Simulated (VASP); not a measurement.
Set up this calculation in VASP 6.6.1, as the native input.

* Task: relaxation of cell and atoms
* Functional: PBE
* Potentials or basis: VASP PAW PBE potentials, release 64 (Os, Au)
* Cutoff: 600 eV
* k mesh: 6 × 6 × 6
* Occupations: gaussian, width 0.1 eV
* Spin: no spin polarisation
* Dipole correction: no
* Further INCAR settings: ALGO = Fast; EDIFF = 1e-06; IBRION = 2; EDIFFG = -0.04; NSW = 90; ISIF = 3

The structure of OsAu2 lies in POSCAR:

```
OsAu2
1.0
    4.7154402758      0.0000000000      0.0000000000
   -2.3577201379      4.0836910689      0.0000000000
    0.0000000000      0.0000000000      2.6292131760
Os Au
1 2
Direct
    0.0000000000      0.0000000000      0.0000000000
    0.3333333333      0.6666666667      0.5000000000
    0.6666666667      0.3333333333      0.5000000000
```

These files were run (other wordings do the same):

INCAR

```
  ALGO = Fast
  EDIFF = 1E-6
  EDIFFG = -0.04
  ENCUT = 600
  GGA = PE
  IBRION = 2
  ISIF = 3
  ISMEAR = 0
  LASPH = T
  LCHARG = F
  LREAL = F
  LWAVE = F
  NELM = 100
  NSW = 90
  PREC = Accurate
  SIGMA = 0.1
```

KPOINTS

```
k-points
0
Gamma
  6 6 6
```

Potentials or basis: VASP PAW PBE potentials, release 64 (Os, Au).

Command:

```sh
$ cat potpaw_PBE.64/Os/POTCAR potpaw_PBE.64/Au/POTCAR > POTCAR
$ mpirun -np 1 vasp_std > vasp.out
```

Results of the run:

```json
{
 "Relaxed volume": "16.89 Å³/atom",
 "Relaxed cell": "a = 4.675 Å, b = 4.675 Å, c = 2.676 Å, α = 90.00°, β = 90.00°, γ = 120.00°",
 "Space group after relaxing (to 0.1 Å)": "P6/mmm (No. 191)",
 "Energy gained by relaxing": "8.4 meV/atom",
 "Ionic steps": "5",
 "Pressure after relaxing": "0.0 GPa",
 "Band gap on the k mesh": "zero (bands 15 and 16 overlap by 1.44 eV)"
}
```

Caveat: the k points lie up to 0.39 Å⁻¹ apart in the final cell, too coarse for converged energies and pressures of a metal; spin-orbit coupling is left out, which moves the levels of the heavy elements.

It took 4 min on 1 thread of Intel Xeon 8259CL, on a shared host, peak memory 0.21 GiB.
